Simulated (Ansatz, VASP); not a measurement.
Two plane-wave programs on Cs

Contents of INCAR:

```
ALGO = Normal
EDIFF = 1E-6
ENCUT = 520
GGA = RP
ISIF = 2
ISMEAR = -1
LASPH = True
LCHARG = False
LREAL = False
LWAVE = False
NBANDS = 10
NELM = 100
PREC = Accurate
SIGMA = 0.1
```

The input KPOINTS:

```
k-points
0
Gamma
  12 12 12
```

Contents of POSCAR:

```
Cs
1.0
   -3.1567249316      3.1567249316      3.1567249316
    3.1567249316     -3.1567249316      3.1567249316
    3.1567249316      3.1567249316     -3.1567249316
Cs
1
Direct
    0.0000000000      0.0000000000      0.0000000000
```

Input for Ansatz:

```yaml
crystal:
  lattice:
    - [-3.1567249316, 3.1567249316, 3.1567249316]
    - [3.1567249316, -3.1567249316, 3.1567249316]
    - [3.1567249316, 3.1567249316, -3.1567249316]
  atoms:
    - { symbol: Cs, position: [0.0, 0.0, 0.0] }
hamiltonian:
  xc: rpbe
  pseudopotentials:
    kind: paw
    azcp:
      Cs: "pseudopotentials/Cs.paw.azcp"
basis:
  ecutwfc: 420
  fft_grid_basis: typed
kpoints:
  mp_grid: { grid: [12, 12, 12], shift: [0, 0, 0] }
magnetization:
  spin_polarized: false
scf:
  occupations: { method: fermi_dirac, width: 0.1 }
output:
  stress: true
```

Alike in both runs: task single point; functional RPBE; k mesh 12 × 12 × 12; occupations fermi-dirac, width 0.1 eV; no spin polarisation.

|  | VASP | Ansatz |
| --- | --- | --- |
| version | VASP 6.6.1 | Ansatz 0.2.0 |
| potentials or method | VASP PAW PBE potentials, release 64 (Cs_sv), cutoff 520 eV | plane waves (420 eV) with PAW, scalar-relativistic |
| valence electrons in the cell | 9 | 9 |

```tsv
	VASP	Ansatz	Ansatz less VASP
pressure (GPa)	0.1	0.1	0.00
```

VASP's potentials were made for PBE, not for RPBE.

Spin-orbit coupling is off throughout.
